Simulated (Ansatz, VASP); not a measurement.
# TiAl: VASP beside Ansatz

```
CELL_PARAMETERS angstrom
3.15542 0.00000 0.00000
0.00000 3.15542 0.00000
0.00000 0.00000 3.15542
ATOMIC_POSITIONS crystal
Ti 0.50000 0.50000 0.50000
Al 0.00000 0.00000 0.00000
```

Alike in both runs: task relaxation of cell and atoms; functional PBEsol; k mesh 14 × 14 × 14; occupations gaussian, width 0.1 eV; no spin polarisation.

|  | VASP | Ansatz |
| --- | --- | --- |
| version | VASP 6.6.1 | Ansatz 0.2.0 |
| potentials or method | VASP PAW PBE potentials, release 64 (Ti_sv, Al), cutoff 600 eV | scalar-relativistic, plane waves, PAW |
| valence electrons in the cell | 15 | 15 |

|  | VASP | Ansatz | Ansatz less VASP |
| --- | --- | --- | --- |
| gap on the k mesh at the Fermi level, each at its own relaxed structure (eV) | none | none | - |
| relaxed volume (Å³/atom) | 15.72 | 15.72 | -0.002 |
| relaxed cell length with the largest relative difference (Å) | 3.156 | 3.156 | -0.0001 |

VASP's potentials were made for PBE, not for PBEsol. A gap of «none» marks a metal or a gap that the smearing closes.
